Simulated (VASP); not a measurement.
# ZnS (P6_3mc) in VASP: settings compared, part 2 of 2

VASP 6.6.1.

## (6) Single point, r2SCAN (20.75 Å³/atom)

This run uses another cell than the first one, of 20.75 Å³/atom.

File POSCAR:

```
ZnS
1.0
    3.8800864760      0.0000000000      0.0000000000
   -1.9400432380      3.3602534571      0.0000000000
    0.0000000000      0.0000000000      6.3664554293
Zn S
2 2
Direct
    0.3333333333      0.6666666667      0.0003381269
    0.6666666667      0.3333333333      0.5003381269
    0.3333333333      0.6666666667      0.3746618731
    0.6666666667      0.3333333333      0.8746618731
```

File INCAR.step1:

```
PREC = Accurate ; ENCUT = 520
ISMEAR = 0 ; SIGMA = 0.01
LREAL = F ; LASPH = T
NELM = 80 ; NBANDS = 26
GGA = PE ; ALGO = Normal
EDIFF = 1E-4 ; LWAVE = T
LCHARG = F
```

File INCAR.step2:

```
PREC = Accurate ; ENCUT = 520
EDIFF = 1E-6 ; ISMEAR = 0
SIGMA = 0.01 ; LREAL = F
LASPH = T ; NELM = 80
ALGO = Normal ; ISIF = 2
LWAVE = F ; LCHARG = F
METAGGA = R2SCAN ; LMIXTAU = T
NBANDS = 26 ; ISTART = 1
```

File KPOINTS:

```
Automatic mesh
0
Gamma
  6 6 4
```

Potentials or basis: VASP PAW PBE potentials, release 64 (Zn, S).

Run with:

```bash
$ cat potpaw_PBE.64/Zn/POTCAR potpaw_PBE.64/S/POTCAR > POTCAR
$ cp INCAR.step1 INCAR
$ mpirun -np 1 vasp_std > vasp.out
$ cp INCAR.step2 INCAR
$ mpirun -np 1 vasp_std > vasp.out
```

OUTCAR:

```text
PREC = Accurate
   ENCUT = 520
   EDIFF = 1E-6
   ISMEAR = 0
   LREAL = F
   LASPH = T
   NELM = 80
   ISIF = 2
   METAGGA = R2SCAN
   ISTART = 1

 ion  position               nearest neighbor table
   1  0.333  0.667  0.000-   4 2.38   4 2.38   4 2.38   3 2.38
   2  0.667  0.333  0.500-   3 2.38   3 2.38   3 2.38   4 2.38
   3  0.333  0.667  0.375-   2 2.38   2 2.38   2 2.38   1 2.38
   4  0.667  0.333  0.875-   1 2.38   1 2.38   1 2.38   2 2.38

  LATTYP: Found a hexagonal cell.
 ALAT       =     3.8800864760
 C/A-ratio  =     1.6408024586

  Lattice vectors:

 A1 = (   3.8800864760,   0.0000000000,   0.0000000000)
 A2 = (  -1.9400432380,   3.3602534571,   0.0000000000)
 A3 = (   0.0000000000,   0.0000000000,   6.3664554293)

Analysis of symmetry for initial positions (statically):
=====================================================================
 Subroutine PRICEL returns:
 Original cell was already a primitive cell.

 Routine SETGRP: Setting up the symmetry group for a
 hexagonal supercell.

 Subroutine GETGRP returns: Found 12 space group operations
 (whereof  6 operations were pure point group operations)
 out of a pool of 24 trial point group operations.

The static configuration has the point symmetry C_3v.
 The point group associated with its full space group is C_6v.

Analysis of symmetry for dynamics (positions and initial velocities):
=====================================================================
 Subroutine PRICEL returns:
 Original cell was already a primitive cell.

 Routine SETGRP: Setting up the symmetry group for a
 hexagonal supercell.

 Subroutine GETGRP returns: Found 12 space group operations
 (whereof  6 operations were pure point group operations)
 out of a pool of 24 trial point group operations.

The dynamic configuration has the point symmetry C_3v.
 The point group associated with its full space group is C_6v.

 Subroutine INISYM returns: Found 12 space group operations
 (whereof  6 operations are pure point group operations),
 and found     1 'primitive' translations

----------------------------------------------------------------------------------------

                                     Primitive cell

  volume of cell :      83.0063

  direct lattice vectors                    reciprocal lattice vectors
     3.880086476  0.000000000  0.000000000     0.257726215  0.148798299  0.000000000
    -1.940043238  3.360253457  0.000000000     0.000000000  0.297596599  0.000000000
     0.000000000  0.000000000  6.366455429     0.000000000  0.000000000  0.157073274

  length of vectors
     3.880086476  3.880086476  6.366455429     0.297596599  0.297596599  0.157073274

  position of ions in fractional coordinates (direct lattice)
     0.333333333  0.666666667  0.000338127
     0.666666667  0.333333333  0.500338127
     0.333333333  0.666666667  0.374661873
     0.666666667  0.333333333  0.874661873

  ion indices of the primitive-cell ions
   primitive index   ion index
                 1           1
                 2           2
                 3           3
                 4           4

----------------------------------------------------------------------------------------

 KPOINTS: Automatic mesh

Automatic generation of k-mesh.
 Grid dimensions read from file:
 generate k-points for:    6    6    4

 Generating k-lattice:

  Cartesian coordinates                     Fractional coordinates (reciprocal lattice)
     0.042954369  0.024799717  0.000000000     0.166666667  0.000000000  0.000000000
     0.000000000  0.049599433  0.000000000     0.000000000  0.166666667  0.000000000
     0.000000000  0.000000000  0.039268319     0.000000000  0.000000000  0.250000000

  Length of vectors
     0.049599433  0.049599433  0.039268319

  Shift w.r.t. Gamma in fractional coordinates (k-lattice)
     0.000000000  0.000000000  0.000000000

 Subroutine IBZKPT returns following result:
 ===========================================

 Found     21 irreducible k-points:

 Following reciprocal coordinates:
            Coordinates               Weight
  0.000000  0.000000  0.000000      1.000000
  0.166667 -0.000000  0.000000      6.000000
  0.333333  0.000000  0.000000      6.000000
  0.500000  0.000000  0.000000      3.000000
  0.166667  0.166667  0.000000      6.000000
  0.333333  0.166667  0.000000     12.000000
[... 13 lines left out ...]
  0.333333  0.166667  0.500000     12.000000
  0.333333  0.333333  0.500000      2.000000
   k-points           NKPTS =     21   k-points in BZ     NKDIM =     21   number of bands    NBANDS=     26
   number of dos      NEDOS =    301   number of ions     NIONS =      4
   total plane-waves  NPLWV =  43200
   dimension x,y,z NGX =    30 NGY =   30 NGZ =   48
   dimension x,y,z NGXF=    60 NGYF=   60 NGZF=   96
   ions per type =               2   2
   NGX,Y,Z   is equivalent  to a cutoff of  12.85, 12.85, 12.53 a.u.
   NGXF,Y,Z  is equivalent  to a cutoff of  25.71, 25.71, 25.07 a.u.
 SYSTEM =  unknown system
   PREC   = accura    normal or accurate (medium, high low for compatibility)
   ISTART =      1    job   : 0-new  1-cont  2-samecut
   ICHARG =      0    charge: 1-file 2-atom 10-const
   ISPIN  =      1    spin polarized calculation?
   LNONCOLLINEAR =      F non collinear calculations
   LSORBIT =      F    spin-orbit coupling
   LASPH  =      T    aspherical Exc in radial PAW
   ENCUT  =  520.0 eV  38.22 Ry    6.18 a.u.   7.21  7.21 11.84*2*pi/ulx,y,z
   NELM   =     80;   NELMIN=  2; NELMDL=  0     # of ELM steps
   EDIFF  = 0.1E-05   stopping-criterion for ELM
   LREAL  =      F    real-space projection
   EDIFFG = 0.1E-04   stopping-criterion for IOM
   NSW    =      0    number of steps for IOM
   IBRION =     -1    ionic relax: 0-MD 1-quasi-New 2-CG
   NFREE  =      0    steps in history (QN), initial steepest desc. (CG)
   ISIF   =      2    stress and relaxation
   ISYM   =      2    0-nonsym 1-usesym 2-fastsym
   POTIM  = 0.5000    time-step for ionic-motion
   TEBEG  =    0.0;   TEEND  =   0.0 temperature during run
   PSTRESS=    0.0 pullay stress
   NELECT =      36.0000    total number of electrons
   NUPDOWN=      -1.0000    fix difference up-down
   EMIN   =  10.00;   EMAX   =-10.00  energy-range for DOS
   EFERMI =   0.00;   METHOD = LEGACY
   ISMEAR =     0;   SIGMA  =   0.01  broadening in eV -4-tet -1-fermi 0-gaus
   EFERMI_NEDOS =   21; number of points for ismear=-14 and -15
   IALGO  =     38    algorithm
   IMIX   =      4    mixing-type and parameters
     AMIX     =   0.40;   BMIX     =  1.00
     AMIX_MAG =   1.60;   BMIX_MAG =  1.00
  volume/ion in A,a.u.               =      20.75       140.04
  Fermi-wavevector in a.u.,A,eV,Ry     =   1.239192  2.341733 20.893065  1.535597
  Thomas-Fermi vector in A             =   2.373686
   LORBIT       =      0    0 simple, 1 ext, 2 COOP (PROOUT), +10 PAW based schemes
   METAGGA = R2SCAN    functional components
   LHFCALC =     F    Hartree Fock is set to
   AEXX    =    0.0000 exact exchange contribution
   IVDW    =     0    specifies the selected vdW correction
   LEPSILON=     F    determine dielectric tensor
   LRPA    =     F    only Hartree local field effects (RPA)
 non-spin polarized calculation
 Gauss-broadening in eV      SIGMA  =   0.01
  energy-cutoff  :      520.00
  volume of cell :       83.01
 maximum number of plane-waves:      2256
 NGX is ok and might be reduce to    30
   NGX = 15   NGY = 15   NGZ = 23

 number of electron      36.0000031 magnetization

 Free energy of the ion-electron system (eV)
  ---------------------------------------------------
  ext. energy  EPLUGINS =         0.00000000
  ---------------------------------------------------
  free energy    TOTEN  =       -37.66000596 eV

  energy without entropy =      -37.66000596  energy(sigma->0) =      -37.66000596

 E-fermi :   1.4686     XC(G=0): -10.0229

 val. band max:        1.3906086396   @ k =   0.0000   0.0000   0.0000
 cond. band min:       3.9027641458   @ k =   0.0000   0.0000   0.0000
 fundamental gap:      2.5121555062
 Fermi energy:         1.4686247006

 k-point     1 :       0.0000    0.0000    0.0000
  band No.  band energies     occupation
      1     -11.9579      2.00000
      2     -11.1023      2.00000
      3      -4.9299      2.00000
      4      -4.9176      2.00000
      5      -4.9176      2.00000
      6      -4.8367      2.00000
[... 598 lines left out ...]
     25      11.5931      0.00000
     26      11.5931      0.00000

------------------------ aborting loop because EDIFF is reached ----------------------------------------

  FORCE on cell =-STRESS in cart. coord.  units (eV):
  Direction    XX          YY          ZZ          XY          YZ          ZX
  --------------------------------------------------------------------------------------
  -------------------------------------------------------------------------------------
  Total       -2.0448054     -2.0448054     -2.1001657      0.0000000      0.0000000      0.0000000
  in kB      -39.4685732    -39.4685732    -40.5371305      0.0000000      0.0000000      0.0000000
  external PRESSURE =     -39.8247589 kB  Pullay stress =       0.0000000 kB

 VOLUME and BASIS-vectors are now :
 -----------------------------------------------------------------------------
  energy-cutoff  :      520.00
  volume of cell :       83.01
      direct lattice vectors                 reciprocal lattice vectors
     3.880086476  0.000000000  0.000000000     0.257726215  0.148798299  0.000000000
    -1.940043238  3.360253457  0.000000000     0.000000000  0.297596599  0.000000000
     0.000000000  0.000000000  6.366455429     0.000000000  0.000000000  0.157073274

 POSITION                                       TOTAL-FORCE (eV/Angst)
 -----------------------------------------------------------------------------------
     -0.00000      2.24017      0.00215        -0.000000     -0.000000     -0.018456
      1.94004      1.12008      3.18538         0.000000      0.000000     -0.018456
     -0.00000      2.24017      2.38527         0.000000     -0.000000      0.018456
      1.94004      1.12008      5.56850         0.000000     -0.000000      0.018456
 -----------------------------------------------------------------------------------
    total drift:                                0.000000      0.000000     -0.045510

  FREE ENERGIE OF THE ION-ELECTRON SYSTEM (eV)
  ---------------------------------------------------
  free  energy   TOTEN  =       -37.6600059614 eV

  energy  without entropy=      -37.6600059614  energy(sigma->0) =      -37.66000596
```

Run time: 5.1 min. Hardware: 1 thread of Intel Xeon 8259CL, shared host; peak memory 0.22 GiB.

Results:

```
Free energy            : -37.6600 eV
Pressure               : -4.0 GPa
Largest force          : 0.018 eV/Å
Band gap on the k mesh : 2.51 eV
```

Forces in eV/Å, atoms in the order of the input:
```
Zn   0.000  0.000 -0.018
Zn   0.000  0.000 -0.018
S    0.000  0.000  0.018
S    0.000  0.000  0.018
```

Stress tensor (GPa, compression positive):
```
-3.95  0.00  0.00
 0.00 -3.95  0.00
 0.00  0.00 -4.05
```

Levels at points of the mesh, in eV from the valence-band top:
| k point | band 14 | band 15 | band 16 | band 17 | band 18 | band 19 | band 20 | band 21 | band 22 | band 23 |
| --- | --- | --- | --- | --- | --- | --- | --- | --- | --- | --- |
| (0.00, 0.00, 0.00) | -0.84 | -0.84 | -0.08 | 0.00 | 0.00 | 2.51 | 3.51 | 6.84 | 6.84 | 7.10 |
| (0.50, 0.00, 0.00) | -3.95 | -3.08 | -2.10 | -1.56 | -0.83 | 4.08 | 4.61 | 5.49 | 7.40 | 7.74 |
| (0.00, 0.00, 0.50) | -2.76 | -0.44 | -0.44 | -0.44 | -0.44 | 3.92 | 3.92 | 7.20 | 7.20 | 7.28 |
| (0.50, 0.00, 0.50) | -4.68 | -1.54 | -1.54 | -1.51 | -1.51 | 3.94 | 3.94 | 5.69 | 5.69 | 9.29 |

Caveat: the cell stands under tension; the PAW data sets were made with another functional, which shifts forces and pressure a little.

## (7) Single point, PBE

This run uses another cell than the first one, of 19.58 Å³/atom.

File INCAR:

```
PREC     = Accurate       # precision mode
ENCUT    = 520            # plane-wave cutoff, eV
EDIFF    = 1E-7           # SCF threshold, eV
ISMEAR   = 0              # smearing method
SIGMA    = 0.01           # smearing width, eV
LREAL    = False          # projectors in reciprocal space
LASPH    = True           # aspherical terms in the spheres
NELM     = 100            # most SCF steps
ALGO     = Normal         # electronic algorithm
ISIF     = 2              # what is computed and relaxed
LWAVE    = False          # write WAVECAR
LCHARG   = True           # write CHGCAR
GGA      = PE             # functional
LELF     = True           # ELF
LVHAR    = True         
NBANDS   = 26             # bands
```

File KPOINTS:

```
Automatic mesh
0
Gamma
  12 12 4
```

File POSCAR:

```
ZnS
1.0
    3.8054508444      0.0000000000      0.0000000000
   -1.9027254222      3.2956171041      0.0000000000
    0.0000000000      0.0000000000      6.2439931014
Zn S
2 2
Direct
    0.3333333333      0.6666666667      0.0003381269
    0.6666666667      0.3333333333      0.5003381269
    0.3333333333      0.6666666667      0.3746618731
    0.6666666667      0.3333333333      0.8746618731
```

Run with:

```bash
$ cat potpaw_PBE.64/Zn/POTCAR potpaw_PBE.64/S/POTCAR > POTCAR
$ mpirun -np 1 vasp_std > vasp.out
```

Wall time 2.6 min (1 thread of Intel Xeon 8259CL, shared host); peak memory 0.24 GiB.

Results (log left out):

- Free energy: -13.6742 eV
- Pressure: 2.4 GPa
- Largest force: 0.004 eV/Å
- Band gap on the k mesh: 2.22 eV

Forces in eV/Å, atoms in the order of the input:
```
Zn   0.000  0.000  0.004
Zn   0.000  0.000  0.004
S    0.000  0.000 -0.004
S    0.000  0.000 -0.004
```

Levels at points of the mesh, in eV from the valence-band top:
```
           k point  band 15  band 16  band 17  band 18  band 19  band 20  band 21  band 22
(0.00, 0.00, 0.00)    -0.90    -0.08     0.00     0.00     2.22     3.11     6.31     6.31
(0.50, 0.00, 0.00)    -3.29    -2.25    -1.70    -0.89     3.66     4.26     5.11     6.91
(0.00, 0.00, 0.50)    -0.47    -0.47    -0.47    -0.47     3.57     3.57     6.77     6.77
(0.50, 0.00, 0.50)    -1.64    -1.64    -1.62    -1.62     3.55     3.55     5.22     5.22
```

A k mesh can miss the band edges.

## (8) Overview

| level | cell | k mesh | gap on the mesh (eV) | pressure (GPa) | largest force (eV/Å) |
| --- | --- | --- | --- | --- | --- |
| r2SCAN | a = 3.728, b = 3.728, c = 6.117 Å, angles 90.0, 90.0, 120.0°, 4 atoms | 6 × 6 × 4 | 3.09 | 5.7 | 0.03 |
| r2SCAN | a = 3.767, b = 3.767, c = 6.181 Å, angles 90.0, 90.0, 120.0°, 4 atoms | 6 × 6 × 4 | 2.94 | 2.7 | 0.02 |
| r2SCAN | a = 3.805, b = 3.805, c = 6.244 Å, angles 90.0, 90.0, 120.0°, 4 atoms | 6 × 6 × 4 | 2.79 | 0.1 | - |
| r2SCAN | a = 3.843, b = 3.843, c = 6.306 Å, angles 90.0, 90.0, 120.0°, 4 atoms | 6 × 6 × 4 | 2.65 | -2.1 | 0.01 |
| r2SCAN | a = 3.880, b = 3.880, c = 6.366 Å, angles 90.0, 90.0, 120.0°, 4 atoms | 6 × 6 × 4 | 2.51 | -4.0 | 0.02 |
| PBE | a = 3.805, b = 3.805, c = 6.244 Å, angles 90.0, 90.0, 120.0°, 4 atoms | 12 × 12 × 4 | 2.22 | 2.4 | - |

Alike in all rows: task single point; potentials or basis VASP PAW PBE potentials, release 64 (Zn, S); no spin polarisation; cutoff (eV) 520; smearing gaussian 0.01 eV.

Caveats: the PAW data sets were made with another functional, which shifts forces and pressure a little (at least some runs); the cell stands under pressure (at least some runs); the cell stands under tension (at least some runs).

Total energies depend on the potentials used, so only differences within one code and one set of settings carry meaning.
